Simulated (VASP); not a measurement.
# CdSe (F-43m) in VASP: settings compared

Aim: see how the results for CdSe move with the level of theory and the settings. Levels: r2SCAN50, PBE-based screened hybrid with 30 % exact exchange, PBE-based screened hybrid with 20 % exact exchange, HSE06. Tasks: single point.

All numbers are computed with VASP 6.6.1; they aren't measurements. Logs are shortened: lines on timing, memory, paths and dates and some standing lists are left out, and cuts for length are marked.

### 1 The cell of the first run

The structure is cubic, space group F-43m (No. 216). The conventional cell has a = 6.136 Å, b = 6.136 Å, c = 6.136 Å, α = 90.00°, β = 90.00°, γ = 90.00°. Cd (site symmetry -43m) has 4 Se at 2.66 Å within 3.5 Å. Within 3.5 Å of Se (site symmetry -43m) lie 4 Cd at 2.66 Å.

### 2 Single point, r2SCAN50

Input file POSCAR:

```
CdSe
1.0
    0.0000000000      3.0677809647      3.0677809647
    3.0677809647      0.0000000000      3.0677809647
    3.0677809647      3.0677809647      0.0000000000
Cd Se
1 1
Direct
    0.0000000000      0.0000000000      0.0000000000
    0.2500000000      0.2500000000      0.2500000000
```

Input file INCAR.step1:

```
PREC     = Accurate       # precision mode
ENCUT    = 520            # plane-wave cutoff, eV
EDIFF    = 1E-5           # SCF threshold, eV
ISMEAR   = 0              # smearing method
SIGMA    = 0.01           # smearing width, eV
LREAL    = F              # projectors in reciprocal space
LASPH    = T              # aspherical terms in the spheres
NELM     = 60             # most SCF steps
ALGO     = Normal         # electronic algorithm
ISIF     = 2              # what is computed and relaxed
LWAVE    = T              # write WAVECAR
LCHARG   = F              # write CHGCAR
GGA      = PE             # functional
NBANDS   = 16             # bands
```

Input file INCAR.step2:

```
PREC     = Accurate       # precision mode
ENCUT    = 520            # plane-wave cutoff, eV
EDIFF    = 1E-6           # SCF threshold, eV
ISMEAR   = 0              # smearing method
SIGMA    = 0.01           # smearing width, eV
LREAL    = F              # projectors in reciprocal space
LASPH    = T              # aspherical terms in the spheres
NELM     = 60             # most SCF steps
ALGO     = Normal         # electronic algorithm
ISIF     = 2              # what is computed and relaxed
LWAVE    = F              # write WAVECAR
LCHARG   = F              # write CHGCAR
METAGGA  = R2SCAN         # meta-GGA
LHFCALC  = T              # exact exchange
AEXX     = 0.5            # exact-exchange fraction
LMIXTAU  = T            
PRECFOCK = Normal       
ISTART   = 1            
NBANDS   = 16             # bands
```

Input file KPOINTS:

```
Automatic mesh
0
Gamma
  4 4 4
```

Potentials or basis: VASP PAW PBE potentials, release 64 (Cd, Se).

Command:

```console
cat potpaw_PBE.64/Cd/POTCAR potpaw_PBE.64/Se/POTCAR > POTCAR
cp INCAR.step1 INCAR
mpirun -np 1 vasp_std > vasp.out
cp INCAR.step2 INCAR
mpirun -np 1 vasp_std > vasp.out
```

OUTCAR:

```text
PREC = Accurate
   ENCUT = 520
   EDIFF = 1E-6
   ISMEAR = 0
   LREAL = F
   LASPH = T
   NELM = 60
   ISIF = 2
   METAGGA = R2SCAN
   LHFCALC = T
   AEXX = 0.5
   PRECFOCK = Normal
   ISTART = 1

 ion  position               nearest neighbor table
   1  0.000  0.000  0.000-   2 2.66   2 2.66   2 2.66   2 2.66
   2  0.250  0.250  0.250-   1 2.66   1 2.66   1 2.66   1 2.66

  LATTYP: Found a face centered cubic cell.
 ALAT       =     6.1355619294

  Lattice vectors:

 A1 = (   0.0000000000,   3.0677809647,   3.0677809647)
 A2 = (   3.0677809647,   0.0000000000,   3.0677809647)
 A3 = (   3.0677809647,   3.0677809647,   0.0000000000)

Analysis of symmetry for initial positions (statically):
=====================================================================
 Subroutine PRICEL returns:
 Original cell was already a primitive cell.

 Routine SETGRP: Setting up the symmetry group for a
 face centered cubic supercell.

 Subroutine GETGRP returns: Found 24 space group operations
 (whereof 24 operations were pure point group operations)
 out of a pool of 48 trial point group operations.

The static configuration has the point symmetry T_d .

Analysis of symmetry for dynamics (positions and initial velocities):
=====================================================================
 Subroutine PRICEL returns:
 Original cell was already a primitive cell.

 Routine SETGRP: Setting up the symmetry group for a
 face centered cubic supercell.

 Subroutine GETGRP returns: Found 24 space group operations
 (whereof 24 operations were pure point group operations)
 out of a pool of 48 trial point group operations.

The dynamic configuration has the point symmetry T_d .

 Subroutine INISYM returns: Found 24 space group operations
 (whereof 24 operations are pure point group operations),
 and found     1 'primitive' translations

----------------------------------------------------------------------------------------

                                     Primitive cell

  volume of cell :      57.7435

  direct lattice vectors                    reciprocal lattice vectors
     0.000000000  3.067780965  3.067780965    -0.162984257  0.162984257  0.162984257
     3.067780965  0.000000000  3.067780965     0.162984257 -0.162984257  0.162984257
     3.067780965  3.067780965  0.000000000     0.162984257  0.162984257 -0.162984257

  length of vectors
[... 72 lines left out ...]
   ISYM   =      3    0-nonsym 1-usesym 2-fastsym
   POTIM  = 0.5000    time-step for ionic-motion
   TEBEG  =    0.0;   TEEND  =   0.0 temperature during run
   PSTRESS=    0.0 pullay stress
   NELECT =      18.0000    total number of electrons
   NUPDOWN=      -1.0000    fix difference up-down
   EMIN   =  10.00;   EMAX   =-10.00  energy-range for DOS
   EFERMI =   0.00;   METHOD = LEGACY
   ISMEAR =     0;   SIGMA  =   0.01  broadening in eV -4-tet -1-fermi 0-gaus
   EFERMI_NEDOS =   21; number of points for ismear=-14 and -15
   IALGO  =     38    algorithm
   IMIX   =      1    mixing-type and parameters
     AMIX     =   0.40;   BMIX     =  1.00
     AMIX_MAG =   1.60;   BMIX_MAG =  1.00
  volume/ion in A,a.u.               =      28.87       194.84
  Fermi-wavevector in a.u.,A,eV,Ry     =   1.110021  2.097636 16.764382  1.232147
  Thomas-Fermi vector in A             =   2.246568
   LORBIT       =      0    0 simple, 1 ext, 2 COOP (PROOUT), +10 PAW based schemes
   METAGGA = R2SCAN    functional components
   LHFCALC =     T    Hartree Fock is set to
   PRECFOCK=normal    Normal, Fast or Accurate (Low or Medium for compatibility)
   ENCUT4O =  -1.0   cutoff for four orbital integrals eV
   NKREDX  =     1    reduce k-point grid by
   NKREDY  =     1    reduce k-point grid by
   NKREDZ  =     1    reduce k-point grid by
   AEXX    =    0.5000 exact exchange contribution
   HFSCREEN=    0.0000 screening length (either q_TF or 0.3 A-1)
   HFSCREENC=   0.0000 screening length for correlation (either q_TF or 0.3 A-1)
   ENCUTFOCK=  -1.0 apply spherical cutoff to Coloumb kernel
   IVDW    =     0    specifies the selected vdW correction
   LEPSILON=     F    determine dielectric tensor
   LRPA    =     F    only Hartree local field effects (RPA)
 non-spin polarized calculation
 Gauss-broadening in eV      SIGMA  =   0.01
  energy-cutoff  :      520.00
  volume of cell :       57.74
 maximum number of plane-waves:      1588
  NGX = 28; NGY = 28; NGZ = 28

 number of electron      18.0000008 magnetization

 Free energy of the ion-electron system (eV)
  ---------------------------------------------------
  ext. energy  EPLUGINS =         0.00000000
  ---------------------------------------------------
  free energy    TOTEN  =       -25.05741391 eV

  energy without entropy =      -25.05741391  energy(sigma->0) =      -25.05741391

 E-fermi :  -1.2497     XC(G=0):  -5.2577

 val. band max:       -1.3225721132   @ k =   0.0000   0.0000   0.0000
 cond. band min:       2.6586968329   @ k =   0.0000   0.0000   0.0000
 fundamental gap:      3.9812689462
 Fermi energy:        -1.2497300965

 k-point     1 :       0.0000    0.0000    0.0000
  band No.  band energies     occupation
      1     -16.1756      2.00000
      2     -11.7893      2.00000
      3     -11.7893      2.00000
      4     -11.7893      2.00000
      5     -11.4323      2.00000
      6     -11.4323      2.00000
[... 129 lines left out ...]
      3     -11.6050      2.00000
      4     -11.4710      2.00000
      5     -11.4269      2.00000
      6     -10.8596      2.00000
[... 8 lines left out ...]
     15      15.2588      0.00000
     16      16.0229      0.00000

------------------------ aborting loop because EDIFF is reached ----------------------------------------

  FORCE on cell =-STRESS in cart. coord.  units (eV):
  Direction    XX          YY          ZZ          XY          YZ          ZX
  --------------------------------------------------------------------------------------
  -------------------------------------------------------------------------------------
  Total       -0.4391547     -0.4391547     -0.4391547     -0.0000000      0.0000000     -0.0000000
  in kB      -12.1849862    -12.1849862    -12.1849862     -0.0000000      0.0000000     -0.0000000
  external PRESSURE =     -12.1849862 kB  Pullay stress =       0.0000000 kB

 VOLUME and BASIS-vectors are now :
 -----------------------------------------------------------------------------
  energy-cutoff  :      520.00
  volume of cell :       57.74
      direct lattice vectors                 reciprocal lattice vectors
     0.000000000  3.067780965  3.067780965    -0.162984257  0.162984257  0.162984257
     3.067780965  0.000000000  3.067780965     0.162984257 -0.162984257  0.162984257
     3.067780965  3.067780965  0.000000000     0.162984257  0.162984257 -0.162984257

 POSITION                                       TOTAL-FORCE (eV/Angst)
 -----------------------------------------------------------------------------------
      0.00000      0.00000      0.00000        -0.000000     -0.000000     -0.000000
      1.53389      1.53389      1.53389         0.000000      0.000000      0.000000
 -----------------------------------------------------------------------------------
    total drift:                                0.000022      0.000028      0.000009

  FREE ENERGIE OF THE ION-ELECTRON SYSTEM (eV)
  ---------------------------------------------------
  free  energy   TOTEN  =       -25.0574139051 eV

  energy  without entropy=      -25.0574139051  energy(sigma->0) =      -25.05741391
```

OUTCAR.step1:

```text
PREC = Accurate
   ENCUT = 520
   EDIFF = 1E-5
   ISMEAR = 0
   LREAL = F
   LASPH = T
[... 353 lines left out ...]
 -----------------------------------------------------------------------------------
      0.00000      0.00000      0.00000         0.000000     -0.000000      0.000000
      1.53389      1.53389      1.53389        -0.000000      0.000000     -0.000000
 -----------------------------------------------------------------------------------
    total drift:                               -0.000000     -0.000000     -0.000000

  FREE ENERGIE OF THE ION-ELECTRON SYSTEM (eV)
  ---------------------------------------------------
  free  energy   TOTEN  =        -5.4418016648 eV

  energy  without entropy=       -5.4418016648  energy(sigma->0) =       -5.44180166
```

It took 6.4 min on 1 thread of Intel Xeon 6975P-C (Granite Rapids), shared host; peak memory 0.2 GiB.

Results:

```
Free energy            : -25.0574 eV
Pressure               : -1.2 GPa
Band gap on the k mesh : 3.98 eV
```

Caveat: the k points lie up to 0.44 Å⁻¹ apart; the structure was generated, so it needn't be the stable form of CdSe; the PAW data sets were made with another functional, which shifts forces and pressure a little.

### 3 Single point, PBE-based screened hybrid with 30 % exact exchange

POSCAR is that of step 2.

Input file INCAR.step1:

```
PREC = Accurate ; ENCUT = 520
EDIFF = 1E-5 ; ISMEAR = 0
SIGMA = 0.01 ; LREAL = False
LASPH = True ; NELM = 100
ALGO = Normal ; ISIF = 2
LWAVE = True ; LCHARG = False
NBANDS = 16 ; GGA = PE
```

Input file INCAR.step2:

```
PREC = Accurate ; ENCUT = 520
EDIFF = 1E-7 ; ISMEAR = 0
SIGMA = 0.01 ; LREAL = False
LASPH = True ; NELM = 100
ALGO = Normal ; ISIF = 2
LWAVE = False ; LCHARG = False
GGA = PE ; LHFCALC = True
AEXX = 0.3 ; HFSCREEN = 0.2078
PRECFOCK = Normal ; NBANDS = 16
ISTART = 1
```

KPOINTS is that of step 2.

Potentials or basis: VASP PAW PBE potentials, release 64 (Cd, Se).

Command:

```console
cat potpaw_PBE.64/Cd/POTCAR potpaw_PBE.64/Se/POTCAR > POTCAR
cp INCAR.step1 INCAR
mpirun -np 1 vasp_std > vasp.out
cp INCAR.step2 INCAR
mpirun -np 1 vasp_std > vasp.out
```

It took 5.8 min on 1 thread of Intel Xeon 6975P-C (Granite Rapids), shared host; peak memory 0.29 GiB.

The run converged. Its results:

```
Free energy            : -7.1059 eV
Pressure               : 0.3 GPa
Band gap on the k mesh : 1.71 eV
```

Levels at points of the mesh, in eV from the valence-band top:
```
           k point  band 6  band 7  band 8  band 9  band 10  band 11  band 12  band 13
(0.00, 0.00, 0.00)   -8.96    0.00    0.00    0.00     1.71     7.19     7.19     7.19
(0.50, 0.00, 0.00)   -8.63   -4.55   -0.77   -0.77     3.56     7.67     7.67     8.65
(0.50, 0.50, 0.00)   -8.55   -4.25   -1.90   -1.90     4.17     4.93    10.45    11.71
```

Caveat: the k points lie up to 0.44 Å⁻¹ apart; the structure was generated, so it needn't be the stable form of CdSe; the PAW data sets were made with another functional, which shifts forces and pressure a little.

### 4 Single point, PBE-based screened hybrid with 20 % exact exchange

POSCAR is that of step 3.

Input file INCAR.step1:

```
PREC = Accurate
ENCUT = 520
EDIFF = 1E-5
ISMEAR = 0
SIGMA = 0.01
LREAL = False
LASPH = True
NELM = 100
ALGO = Normal
ISIF = 2
LWAVE = True
LCHARG = False
GGA = PE
NBANDS = 16
```

Input file INCAR.step2:

```
PREC = Accurate
ENCUT = 520
EDIFF = 1E-6
ISMEAR = 0
SIGMA = 0.01
LREAL = False
LASPH = True
NELM = 100
ALGO = Normal
ISIF = 2
LWAVE = False
LCHARG = False
GGA = PE
LHFCALC = True
AEXX = 0.2
HFSCREEN = 0.1
PRECFOCK = Normal
ISTART = 1
NBANDS = 16
```

Input file KPOINTS:

```
regular mesh
0
Gamma
  4 4 4
```

Command:

```console
cat potpaw_PBE.64/Cd/POTCAR potpaw_PBE.64/Se/POTCAR > POTCAR
cp INCAR.step1 INCAR
mpirun -np 1 vasp_std > vasp.out
cp INCAR.step2 INCAR
mpirun -np 1 vasp_std > vasp.out
```

Wall time 4.8 min (1 thread of Intel Xeon 6975P-C (Granite Rapids), shared host); peak memory 0.29 GiB.

The run converged. Its results:

```
Free energy            : -6.7599 eV
Pressure               : 0.6 GPa
Band gap on the k mesh : 1.55 eV
```

Levels at points of the mesh, in eV from the valence-band top:
| k point | band 7 | band 8 | band 9 | band 10 | band 11 | band 12 |
| --- | --- | --- | --- | --- | --- | --- |
| (0.00, 0.00, 0.00) | 0.00 | 0.00 | 0.00 | 1.55 | 7.04 | 7.04 |
| (0.50, 0.00, 0.00) | -4.50 | -0.76 | -0.76 | 3.41 | 7.53 | 7.53 |
| (0.50, 0.50, 0.00) | -4.20 | -1.88 | -1.88 | 4.09 | 4.79 | 10.25 |

Caveat: the k points lie up to 0.44 Å⁻¹ apart; the structure was generated, so it needn't be the stable form of CdSe; the PAW data sets were made with another functional, which shifts forces and pressure a little.

### 5 Single point, HSE06

POSCAR is that of step 4.

Input file INCAR.step1:

```
PREC = Accurate
ENCUT = 520
EDIFF = 1E-5
ISMEAR = 0
SIGMA = 0.01
LREAL = F
LASPH = T
NELM = 60
ALGO = Normal
ISIF = 2
LWAVE = T
LCHARG = F
GGA = PE
NBANDS = 16
```

Input file INCAR.step2:

```
PREC = Accurate
ENCUT = 520
EDIFF = 1E-6
ISMEAR = 0
SIGMA = 0.01
LREAL = F
LASPH = T
NELM = 60
ALGO = Normal
ISIF = 2
LWAVE = F
LCHARG = F
GGA = PE
LHFCALC = T
HFSCREEN = 0.2079
PRECFOCK = Normal
ISTART = 1
NBANDS = 16
```

Input file KPOINTS:

```
Automatic mesh
0
Gamma
  5 5 5
```

Potentials or basis: VASP PAW PBE potentials, release 64 (Cd, Se).

Command:

```console
cat potpaw_PBE.64/Cd/POTCAR potpaw_PBE.64/Se/POTCAR > POTCAR
cp INCAR.step1 INCAR
mpirun -np 1 vasp_std > vasp.out
cp INCAR.step2 INCAR
mpirun -np 1 vasp_std > vasp.out
```

OUTCAR:

```text
PREC = Accurate
   ENCUT = 520
   EDIFF = 1E-6
   ISMEAR = 0
   LREAL = F
   LASPH = T
   NELM = 60
   ISIF = 2
   GGA = PE
   LHFCALC = T
   HFSCREEN = 0.2079
   PRECFOCK = Normal
   ISTART = 1

 ion  position               nearest neighbor table
   1  0.000  0.000  0.000-   2 2.66   2 2.66   2 2.66   2 2.66
   2  0.250  0.250  0.250-   1 2.66   1 2.66   1 2.66   1 2.66

[... 370 lines left out ...]
     15      12.9782      0.00000
     16      15.0497      0.00000

------------------------ aborting loop because EDIFF is reached ----------------------------------------

  FORCE on cell =-STRESS in cart. coord.  units (eV):
  Direction    XX          YY          ZZ          XY          YZ          ZX
  --------------------------------------------------------------------------------------
  -------------------------------------------------------------------------------------
  Total        0.1485616      0.1485616      0.1485616      0.0000000      0.0000000      0.0000000
  in kB        4.1220583      4.1220583      4.1220583      0.0000000      0.0000000      0.0000000
  external PRESSURE =       4.1220583 kB  Pullay stress =       0.0000000 kB

 VOLUME and BASIS-vectors are now :
 -----------------------------------------------------------------------------
  energy-cutoff  :      520.00
  volume of cell :       57.74
      direct lattice vectors                 reciprocal lattice vectors
     0.000000000  3.067780965  3.067780965    -0.162984257  0.162984257  0.162984257
     3.067780965  0.000000000  3.067780965     0.162984257 -0.162984257  0.162984257
     3.067780965  3.067780965  0.000000000     0.162984257  0.162984257 -0.162984257

 POSITION                                       TOTAL-FORCE (eV/Angst)
 -----------------------------------------------------------------------------------
      0.00000      0.00000      0.00000        -0.000000      0.000000     -0.000000
      1.53389      1.53389      1.53389         0.000000     -0.000000      0.000000
 -----------------------------------------------------------------------------------
    total drift:                                0.000031      0.000034      0.000022

  FREE ENERGIE OF THE ION-ELECTRON SYSTEM (eV)
  ---------------------------------------------------
  free  energy   TOTEN  =        -6.8403626580 eV

  energy  without entropy=       -6.8403626580  energy(sigma->0) =       -6.84036266
```

OUTCAR.step1:

```text
PREC = Accurate
   ENCUT = 520
   EDIFF = 1E-5
   ISMEAR = 0
   LREAL = F
   LASPH = T
[... 393 lines left out ...]
 -----------------------------------------------------------------------------------
      0.00000      0.00000      0.00000        -0.000000     -0.000000     -0.000000
      1.53389      1.53389      1.53389         0.000000      0.000000      0.000000
 -----------------------------------------------------------------------------------
    total drift:                               -0.000000     -0.000000     -0.000000

  FREE ENERGIE OF THE ION-ELECTRON SYSTEM (eV)
  ---------------------------------------------------
  free  energy   TOTEN  =        -5.4759550847 eV

  energy  without entropy=       -5.4759550847  energy(sigma->0) =       -5.47595508
```

OSZICAR.step1:

```text
N       E                     dE             d eps       ncg     rms          rms(c)
DAV:   1     0.111625058033E+03    0.11163E+03   -0.89455E+03   320   0.102E+03
DAV:   2    -0.153376578151E+01   -0.11316E+03   -0.10678E+03   376   0.251E+02
DAV:   3    -0.584185068555E+01   -0.43081E+01   -0.43008E+01   384   0.514E+01
DAV:   4    -0.586037963985E+01   -0.18529E-01   -0.18529E-01   384   0.334E+00
DAV:   5    -0.586050148679E+01   -0.12185E-03   -0.12185E-03   416   0.236E-01    0.590E+00
DAV:   6    -0.549675812051E+01    0.36374E+00   -0.54860E-01   448   0.871E+00    0.472E+00
DAV:   7    -0.547459407608E+01    0.22164E-01   -0.14649E-01   368   0.253E+00    0.205E+00
DAV:   8    -0.547562288325E+01   -0.10288E-02   -0.13590E-02   352   0.140E+00    0.250E-01
DAV:   9    -0.547583527055E+01   -0.21239E-03   -0.14848E-03   368   0.490E-01    0.473E-02
DAV:  10    -0.547590276806E+01   -0.67498E-04   -0.16466E-04   392   0.162E-01    0.442E-02
DAV:  11    -0.547595540443E+01   -0.52636E-04   -0.87060E-05   376   0.589E-02    0.166E-02
DAV:  12    -0.547595508473E+01    0.31971E-06   -0.21848E-06   272   0.180E-02
   1 F= -.54759551E+01 E0= -.54759551E+01  d E =-.181710E-13
```

It took 13 min on 1 thread of Intel Xeon 6975P-C (Granite Rapids), shared host; peak memory 0.3 GiB.

Results:

```yaml
Free_energy: -6.8404 eV
Pressure: 0.4 GPa
Band_gap_on_the_k_mesh: 1.49 eV
```

Levels at points of the mesh, in eV from the valence-band top:
| k point | band 6 | band 7 | band 8 | band 9 | band 10 | band 11 | band 12 | band 13 |
| --- | --- | --- | --- | --- | --- | --- | --- | --- |
| (0.00, 0.00, 0.00) | -8.71 | 0.00 | 0.00 | 0.00 | 1.49 | 6.98 | 6.98 | 6.98 |

Caveat: the structure was generated, so it needn't be the stable form of CdSe; the PAW data sets were made with another functional, which shifts forces and pressure a little.

### 6 The runs side by side

| level | k mesh | share of exact exchange | screening parameter | gap on the mesh (eV) | pressure (GPa) |
| --- | --- | --- | --- | --- | --- |
| r2SCAN50 | 4 × 4 × 4 | 0.5 | - | 3.98 | -1.2 |
| PBE-based screened hybrid with 30 % exact exchange | 4 × 4 × 4 | 0.3 | 0.2078 1/Å | 1.71 | 0.3 |
| PBE-based screened hybrid with 20 % exact exchange | 4 × 4 × 4 | 0.2 | 0.1 1/Å | 1.55 | 0.6 |
| HSE06 | 5 × 5 × 5 | 0.25 | 0.2079 1/Å | 1.49 | 0.4 |

Alike in all rows: task single point; potentials or basis VASP PAW PBE potentials, release 64 (Cd, Se); no spin polarisation; cell as given; cutoff (eV) 520; smearing gaussian 0.01 eV.

Caveats: some runs use coarse meshes; the structure was generated, so it needn't be the stable form of CdSe; the PAW data sets were made with another functional, which shifts forces and pressure a little.

Absolute energies hang on the potentials; compare differences alone.
